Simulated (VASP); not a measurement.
# BN (C2) in VASP: single point with PBE

Aim: the single point of BN with PBE.

All numbers are computed with VASP 6.6.1; they aren't measurements. Logs are shortened: lines on timing, memory, paths and dates and some standing lists are left out, and cuts for length are marked.

### Step 1. The cell of the first run

The structure is monoclinic, space group C2 (No. 5). The conventional cell has a = 4.151 Å, b = 2.422 Å, c = 6.505 Å, α = 90.00°, β = 91.09°, γ = 90.00°. B (site symmetry 1) has 3 N at 1.21 to 1.51 Å within 1.6 Å. N (site symmetry 1) has 3 B at 1.21 to 1.51 Å within 1.6 Å.

### Step 2. Single point, PBE (strained and its atoms moved)

The input, INCAR:

```
SYSTEM = BN
PREC = Accurate
ENCUT = 520
EDIFF = 1E-6
ISMEAR = 0
SIGMA = 0.02
LREAL = .False.
LASPH = .True.
NELM = 80
ALGO = Normal
ISIF = 2
LWAVE = .False.
LCHARG = .True.
GGA = PE
LELF = .True.
LVHAR = .True.
NBANDS = 16
```

The input, KPOINTS:

```
regular mesh
0
Gamma
  12 12 4
  0 0 0
```

The input, POSCAR:

```
BN
1.0
    2.4224867743      0.0000000000      0.0000000000
   -1.2112433872      2.0751656224     -0.0199287027
    0.0000000000     -0.0612164280      6.5043287400
B N
2 2
Direct
    0.3838330817      0.7580582322      0.2589663910
    0.6257748496      0.2419417678      0.7410336090
    0.3255859505      0.6607798325      0.7561956409
    0.6648061181      0.3392201675      0.2438043591
```

Potentials or basis: VASP PAW PBE potentials, release 64 (B, N).

Run with:

```console
$ cat potpaw_PBE.64/B/POTCAR potpaw_PBE.64/N/POTCAR > POTCAR
$ mpirun -np 1 vasp_std > vasp.out
```

OUTCAR:

```text
SYSTEM = BN
   PREC = Accurate
   ENCUT = 520
   EDIFF = 1E-6
   ISMEAR = 0
   LREAL = .False.
   LASPH = .True.
   NELM = 80
   ISIF = 2
   GGA = PE

 ion  position               nearest neighbor table
   1  0.384  0.758  0.259-   4 1.21   4 1.47   4 1.51
   2  0.626  0.242  0.741-   3 1.21   3 1.47   3 1.51
   3  0.326  0.661  0.756-   2 1.21   2 1.47   2 1.51
   4  0.665  0.339  0.244-   1 1.21   1 1.47   1 1.51

  LATTYP: Found a base centered monoclinic cell.
 ALAT       =     4.1505226242
 B/A-ratio  =     0.5836582507
 C/A-ratio  =     1.5671801833
 COS(beta)  =    -0.0190133529

  Lattice vectors:

 A1 = (   1.2112433871,   2.0751656224,  -0.0199287027)
 A2 = (  -1.2112433872,   2.0751656224,  -0.0199287027)
 A3 = (   0.0000000000,  -0.0612164280,   6.5043287400)

Analysis of symmetry for initial positions (statically):
=====================================================================
 Subroutine PRICEL returns:
 Original cell was already a primitive cell.

 Routine SETGRP: Setting up the symmetry group for a
 base centered monoclinic supercell.

 Subroutine GETGRP returns: Found  2 space group operations
 (whereof  2 operations were pure point group operations)
 out of a pool of  4 trial point group operations.

The static configuration has the point symmetry C_2 .

Analysis of symmetry for dynamics (positions and initial velocities):
=====================================================================
 Subroutine PRICEL returns:
 Original cell was already a primitive cell.

 Routine SETGRP: Setting up the symmetry group for a
 base centered monoclinic supercell.

 Subroutine GETGRP returns: Found  2 space group operations
 (whereof  2 operations were pure point group operations)
 out of a pool of  4 trial point group operations.

The dynamic configuration has the point symmetry C_2 .

 Subroutine INISYM returns: Found  2 space group operations
 (whereof  2 operations are pure point group operations),
 and found     1 'primitive' translations

----------------------------------------------------------------------------------------

                                     Primitive cell

  volume of cell :      32.6947

  direct lattice vectors                    reciprocal lattice vectors
     2.422486774  0.000000000  0.000000000     0.412798951  0.240966403  0.002267890
    -1.211243387  2.075165622 -0.019928703     0.000000000  0.481932806  0.004535780
     0.000000000 -0.061216428  6.504328740     0.000000000  0.001476601  0.153757664

  length of vectors
     2.422486774  2.402877454  6.504616807     0.477988415  0.481954151  0.153764754

  position of ions in fractional coordinates (direct lattice)
     0.383833082  0.758058232  0.258966391
     0.625774850  0.241941768  0.741033609
     0.325585950  0.660779832  0.756195641
     0.664806118  0.339220168  0.243804359

  ion indices of the primitive-cell ions
   primitive index   ion index
                 1           1
                 2           2
                 3           3
                 4           4

----------------------------------------------------------------------------------------

 KPOINTS: regular mesh

Automatic generation of k-mesh.
 Grid dimensions read from file:
 generate k-points for:   12   12    4

 Generating k-lattice:

  Cartesian coordinates                     Fractional coordinates (reciprocal lattice)
     0.034399913  0.020080534  0.000188991     0.083333333  0.000000000  0.000000000
     0.000000000  0.040161067  0.000377982     0.000000000  0.083333333  0.000000000
     0.000000000  0.000369150  0.038439416     0.000000000  0.000000000  0.250000000

  Length of vectors
     0.039832368  0.040162846  0.038441188

  Shift w.r.t. Gamma in fractional coordinates (k-lattice)
     0.000000000  0.000000000  0.000000000

 Subroutine IBZKPT returns following result:
 ===========================================

 Found    164 irreducible k-points:

 Following reciprocal coordinates:
            Coordinates               Weight
  0.000000  0.000000  0.000000      1.000000
  0.083333 -0.000000  0.000000      4.000000
  0.166667 -0.000000  0.000000      4.000000
  0.250000 -0.000000  0.000000      4.000000
  0.333333 -0.000000  0.000000      4.000000
  0.416667 -0.000000 -0.000000      4.000000
[... 16 lines left out ...]
  0.333333  0.166667  0.000000      4.000000
  0.416667  0.166667  0.000000      4.000000
 [... further k-points ...]
   k-points           NKPTS =    164   k-points in BZ     NKDIM =    164   number of bands    NBANDS=     16
   number of dos      NEDOS =    301   number of ions     NIONS =      4
   total plane-waves  NPLWV =  15552
   dimension x,y,z NGX =    18 NGY =   18 NGZ =   48
   dimension x,y,z NGXF=    36 NGYF=   36 NGZF=   96
   ions per type =               2   2
   NGX,Y,Z   is equivalent  to a cutoff of  12.35, 12.45, 12.27 a.u.
   NGXF,Y,Z  is equivalent  to a cutoff of  24.71, 24.91, 24.54 a.u.
 SYSTEM =  BN
   PREC   = accura    normal or accurate (medium, high low for compatibility)
   ISTART =      0    job   : 0-new  1-cont  2-samecut
   ICHARG =      2    charge: 1-file 2-atom 10-const
   ISPIN  =      1    spin polarized calculation?
   LNONCOLLINEAR =      F non collinear calculations
   LSORBIT =      F    spin-orbit coupling
   LASPH  =      T    aspherical Exc in radial PAW
   ENCUT  =  520.0 eV  38.22 Ry    6.18 a.u.   4.50  4.47 12.09*2*pi/ulx,y,z
   NELM   =     80;   NELMIN=  2; NELMDL= -5     # of ELM steps
   EDIFF  = 0.1E-05   stopping-criterion for ELM
   LREAL  =      F    real-space projection
   EDIFFG = 0.1E-04   stopping-criterion for IOM
   NSW    =      0    number of steps for IOM
   IBRION =     -1    ionic relax: 0-MD 1-quasi-New 2-CG
   NFREE  =      0    steps in history (QN), initial steepest desc. (CG)
   ISIF   =      2    stress and relaxation
   ISYM   =      2    0-nonsym 1-usesym 2-fastsym
   POTIM  = 0.5000    time-step for ionic-motion
   TEBEG  =    0.0;   TEEND  =   0.0 temperature during run
   PSTRESS=    0.0 pullay stress
   NELECT =      16.0000    total number of electrons
   NUPDOWN=      -1.0000    fix difference up-down
   EMIN   =  10.00;   EMAX   =-10.00  energy-range for DOS
   EFERMI =   0.00;   METHOD = LEGACY
   ISMEAR =     0;   SIGMA  =   0.02  broadening in eV -4-tet -1-fermi 0-gaus
   EFERMI_NEDOS =   21; number of points for ismear=-14 and -15
   IALGO  =     38    algorithm
   IMIX   =      4    mixing-type and parameters
     AMIX     =   0.40;   BMIX     =  1.00
     AMIX_MAG =   1.60;   BMIX_MAG =  1.00
  volume/ion in A,a.u.               =       8.17        55.16
  Fermi-wavevector in a.u.,A,eV,Ry     =   1.290097  2.437930 22.644859  1.664350
  Thomas-Fermi vector in A             =   2.421949
   LORBIT       =      0    0 simple, 1 ext, 2 COOP (PROOUT), +10 PAW based schemes
   GGA     = PE    functional components
   LHFCALC =     F    Hartree Fock is set to
   AEXX    =    0.0000 exact exchange contribution
   IVDW    =     0    specifies the selected vdW correction
   LEPSILON=     F    determine dielectric tensor
   LRPA    =     F    only Hartree local field effects (RPA)
 non-spin polarized calculation
 Gauss-broadening in eV      SIGMA  =   0.02
  energy-cutoff  :      520.00
  volume of cell :       32.69
 maximum number of plane-waves:       910
   NGX =  9   NGY =  9   NGZ = 25

 number of electron      16.0000000 magnetization

 Free energy of the ion-electron system (eV)
  ---------------------------------------------------
  ext. energy  EPLUGINS =         0.00000000
  ---------------------------------------------------
  free energy    TOTEN  =       -32.34155628 eV

  energy without entropy =      -32.34155628  energy(sigma->0) =      -32.34155628

 E-fermi :   4.0243     XC(G=0): -10.4338

 val. band max:        3.8880525016   @ k =   0.0000   0.0000   0.0000
 cond. band min:       6.5319618045   @ k =   0.0000   0.5000   0.5000
 fundamental gap:      2.6439093029
 Fermi energy:         4.0243217342

 k-point     1 :       0.0000    0.0000    0.0000
  band No.  band energies     occupation
      1     -15.5832      2.00000
      2     -15.2526      2.00000
      3      -4.0544      2.00000
      4      -1.7919      2.00000
      5      -0.1957      2.00000
      6      -0.1455      2.00000
[... 8 lines left out ...]
     15      17.6171      0.00000
     16      19.9581      0.00000

 k-point     2 :       0.0833   -0.0000    0.0000
  band No.  band energies     occupation
      1     -15.4358      2.00000
      2     -15.1102      2.00000
      3      -3.8576      2.00000
      4      -1.6196      2.00000
      5      -0.4922      2.00000
      6      -0.4284      2.00000
[... 8 lines left out ...]
     15      18.1921      0.00000
     16      20.2613      0.00000

 k-point     3 :       0.1667   -0.0000    0.0000
  band No.  band energies     occupation
      1     -15.0007      2.00000
      2     -14.6904      2.00000
      3      -3.2771      2.00000
      4      -1.3919      2.00000
      5      -1.2195      2.00000
      6      -1.0593      2.00000
[... 8 lines left out ...]
     15      19.4154      0.00000
     16      20.0302      0.00000

 k-point     4 :       0.2500   -0.0000    0.0000
  band No.  band energies     occupation
      1     -14.3047      2.00000
      2     -14.0210      2.00000
      3      -2.7183      2.00000
      4      -2.5091      2.00000
      5      -2.2821      2.00000
      6      -0.2959      2.00000
[... 8 lines left out ...]
     15      19.3669      0.00000
     16      21.4767      0.00000
[... 324 lines left out ...]
 k-point    22 :       0.2500    0.1667    0.0000
  band No.  band energies     occupation
      1     -13.1506      2.00000
      2     -12.9324      2.00000
      3      -4.3730      2.00000
      4      -4.2383      2.00000
      5      -1.8557      2.00000
      6      -1.5222      2.00000
[... 8 lines left out ...]
     15      19.0625      0.00000
     16      20.7286      0.00000

 k-point    23 :       0.3333    0.1667    0.0000
  band No.  band energies     occupation
      1     -12.3020      2.00000
      2     -12.1427      2.00000
      3      -5.4627      2.00000
      4      -5.3287      2.00000
      5      -2.6424      2.00000
      6      -2.3206      2.00000
[... 8 lines left out ...]
     15      18.9373      0.00000
     16      21.7219      0.00000

 k-point    24 :       0.4167    0.1667    0.0000
  band No.  band energies     occupation
      1     -11.8415      2.00000
      2     -11.7363      2.00000
      3      -6.0546      2.00000
      4      -5.9171      2.00000
      5      -2.8354      2.00000
      6      -2.5419      2.00000
[... 8 lines left out ...]
     15      18.0366      0.00000
     16      21.1493      0.00000

 [... further k-points ...]

------------------------ aborting loop because EDIFF is reached ----------------------------------------

  FORCE on cell =-STRESS in cart. coord.  units (eV):
  Direction    XX          YY          ZZ          XY          YZ          ZX
  --------------------------------------------------------------------------------------
  -------------------------------------------------------------------------------------
  Total        5.7220815     28.8408948      0.6527691     -0.0000000     -2.9221703      0.0000000
  in kB      280.4059430   1413.3245594     31.9884197     -0.0000000   -143.1985745      0.0000000
  external PRESSURE =     575.2396407 kB  Pullay stress =       0.0000000 kB

 VOLUME and BASIS-vectors are now :
 -----------------------------------------------------------------------------
  energy-cutoff  :      520.00
  volume of cell :       32.69
      direct lattice vectors                 reciprocal lattice vectors
     2.422486774  0.000000000  0.000000000     0.412798951  0.240966403  0.002267890
    -1.211243387  2.075165622 -0.019928703     0.000000000  0.481932806  0.004535780
     0.000000000 -0.061216428  6.504328740     0.000000000  0.001476601  0.153757664

 POSITION                                       TOTAL-FORCE (eV/Angst)
 -----------------------------------------------------------------------------------
      0.01164      1.55724      1.66930        -0.505431    -13.589260     -0.646955
      1.22288      0.45671      4.81510        -0.505431     13.589260      0.646955
     -0.01164      1.32494      4.90538         0.505431    -13.593622     -0.653336
      1.19961      0.68901      1.57902         0.505431     13.593622      0.653336
 -----------------------------------------------------------------------------------
    total drift:                                0.000307     -0.000001     -0.000000

  FREE ENERGIE OF THE ION-ELECTRON SYSTEM (eV)
  ---------------------------------------------------
  free  energy   TOTEN  =       -32.3415562836 eV

  energy  without entropy=      -32.3415562836  energy(sigma->0) =      -32.34155628
```

Run time: 2 min. Hardware: 1 thread of Intel Xeon 8259CL, shared host; peak memory 0.19 GiB.

Results:

```yaml
Free_energy: -32.3416 eV
Pressure: 57.5 GPa
Largest_force: 13.619 eV/Å
Band_gap_on_the_k_mesh: 2.64 eV (least direct gap 3.97 eV)
```

Forces in eV/Å, atoms in the order of the input:
```
B    -0.505 -13.589  -0.647
B    -0.505  13.589   0.647
N     0.505 -13.594  -0.653
N     0.505  13.594   0.653
```

Stress tensor (GPa, compression positive):
```
 28.04   0.00   0.00
  0.00 141.33 -14.32
  0.00 -14.32   3.20
```

Levels at points of the mesh, in eV from the valence-band top:
```csv
k point,band 5,band 6,band 7,band 8,band 9,band 10,band 11,band 12
"(0.00, 0.00, 0.00)",-4.08,-4.03,-0.04,0.00,4.14,8.90,8.99,10.18
"(0.50, 0.00, 0.00)",-5.52,-5.10,-3.11,-1.98,4.08,5.72,8.77,9.31
"(0.00, 0.50, 0.00)",-4.44,-4.37,-1.90,-1.29,2.71,3.63,9.89,10.33
"(0.00, 0.00, 0.50)",-4.06,-4.05,-0.02,-0.02,6.02,7.63,8.94,8.97
"(0.50, 0.00, 0.50)",-5.52,-5.11,-2.62,-2.46,4.51,4.85,9.03,9.34
"(0.00, 0.50, 0.50)",-4.41,-4.40,-1.55,-1.46,2.64,3.12,10.29,10.34
```

Caveat: the cell differs from its parent crystal (strained and its atoms moved); the stress differs along the axes, from 3 to 141 GPa; this functional lacks dispersion, which binds layers or chains, so the pressure and a relaxed spacing across them are unreliable; forces of over 1 eV/Å act on the atoms, so gaps and moduli don't describe the material at rest.
